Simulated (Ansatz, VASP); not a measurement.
# One calculation of AgCl, two programs

Contents of INCAR:

```
PREC = Accurate ; ENCUT = 520
EDIFF = 1E-6 ; ISMEAR = 0
SIGMA = 0.05 ; LREAL = False
LASPH = True ; NELM = 100
ALGO = Normal ; ISIF = 2
LWAVE = False ; LCHARG = False
GGA = PE ; NBANDS = 16
```

File KPOINTS:

```
Automatic mesh
0
Gamma
  8 8 8
```

The input POSCAR:

```
AgCl
1.0
    0.0000000000      2.8840760000      2.7731500000
    2.7731500000      0.0000000000      2.7731500000
    2.7731500000      2.8840760000      0.0000000000
Ag Cl
1 1
Direct
    0.5000000000      0.5000000000      0.5000000000
    0.0000000000      0.0000000000      0.0000000000
```

Input for Ansatz:

```yaml
crystal:
  lattice:
    - [0.0, 2.884076, 2.77315]
    - [2.77315, 0.0, 2.77315]
    - [2.77315, 2.884076, 0.0]
  atoms:
    - { symbol: Ag, position: [0.5, 0.5, 0.5] }
    - { symbol: Cl, position: [0.0, 0.0, 0.0] }
basis:
  ecutwfc: 420
kpoints:
  mp_grid: { grid: [8, 8, 8] }
hamiltonian:
  xc: pbe
scf:
  occupations: { method: gaussian, width: 0.05 }
output:
  forces: true
  stress: true
  eigenvalues: true
```

Change from the starting cell: strain +0.0400 x Voigt [0, 1, 0, 0, 0, 0], atoms carried along.

Alike in both runs: task single point; functional PBE; k mesh 8 × 8 × 8; occupations gaussian, width 0.05 eV; no spin polarisation.

|  | VASP | Ansatz |
| --- | --- | --- |
| version | VASP 6.6.1 | Ansatz 0.2.0 |
| potentials or method | VASP PAW PBE potentials, release 64 (Ag, Cl), cutoff 520 eV | scalar-relativistic, plane waves, PAW |
| valence electrons in the cell | 18 | 26 |

|  | VASP | Ansatz | Ansatz less VASP |
| --- | --- | --- | --- |
| gap on the k mesh at the Fermi level (eV) | 0.81 | 0.81 | +0.003 |
| least direct gap on the mesh (eV) | 3.02 | 3.02 | -0.002 |
| pressure (GPa) | -0.2 | -0.1 | +0.13 |
| traceless stress, the component that is largest in VASP (GPa) | -0.38 | -0.40 | -0.021 |

VASP's potentials hold 18 valence electrons a cell and Ansatz's 26, so a difference there can come from the potentials and not from the codes.
